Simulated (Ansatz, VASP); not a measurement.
Given: the input of a run of Ansatz 0.2.0 on NaF.

input.yaml

```yaml
crystal:
  lattice:
    - [0.0, 2.365501748, 2.365501748]
    - [2.365501748, 0.0, 2.365501748]
    - [2.365501748, 2.365501748, 0.0]
  atoms:
    - { symbol: Na, position: [0.0, 0.0, 0.0] }
    - { symbol: F, position: [0.5, 0.5, 0.5] }
hamiltonian:
  xc: lda
  pseudopotentials: { kind: paw }
kpoints:
  mp_grid: { grid: [8, 8, 8] }
scf:
  occupations: { method: fermi_dirac, width: 0.05 }
output:
  forces: true
  stress: true
  eigenvalues: true
```

Potentials or basis: Ansatz PAW.

Launch:

```console
$ ansatz run input.yaml --threads 1 --pin off --max-ram 3584MiB --backend cpu --events-out ev --progress --plain --runs-dir out
```

**Question.** Translate it to VASP 6.6.1. Potentials there: VASP PAW LDA potentials, release 64 (Na_pv, F).

**Answer.** As run (the cutoff follows the program's own potentials):

The input INCAR:

```
ALGO = Normal
EDIFF = 1E-7
ENCUT = 520
GGA = CA
ISIF = 2
ISMEAR = -1
LASPH = T
LCHARG = F
LREAL = F
LWAVE = F
NBANDS = 14
NELM = 60
PREC = Accurate
SIGMA = 0.05
```

The input KPOINTS:

```
k-points
0
Gamma
  8 8 8
```

Contents of POSCAR:

```
NaF
1.0
    0.0000000000      2.3655017480      2.3655017480
    2.3655017480      0.0000000000      2.3655017480
    2.3655017480      2.3655017480      0.0000000000
Na F
1 1
Direct
    0.0000000000      0.0000000000      0.0000000000
    0.5000000000      0.5000000000      0.5000000000
```

Potentials or basis: VASP PAW LDA potentials, release 64 (Na_pv, F).

Command:

```console
$ cat potpaw_LDA.64/Na_pv/POTCAR potpaw_LDA.64/F/POTCAR > POTCAR
$ mpirun -np 1 vasp_std > vasp.out
```

Both were run:

|  | VASP | Ansatz | Ansatz less VASP |
| --- | --- | --- | --- |
| gap on the k mesh at the Fermi level (eV) | 5.64 | 5.66 | +0.021 |
| least direct gap on the mesh (eV) | 5.64 | 5.66 | +0.021 |
| pressure (GPa) | -6.5 | -6.4 | +0.09 |

LDA's correlation is that of Perdew and Zunger in VASP and of Perdew and Wang (1992) in Ansatz. VASP's potentials hold 14 valence electrons a cell and Ansatz's 16, so a difference there can come from the potentials and not from the codes.
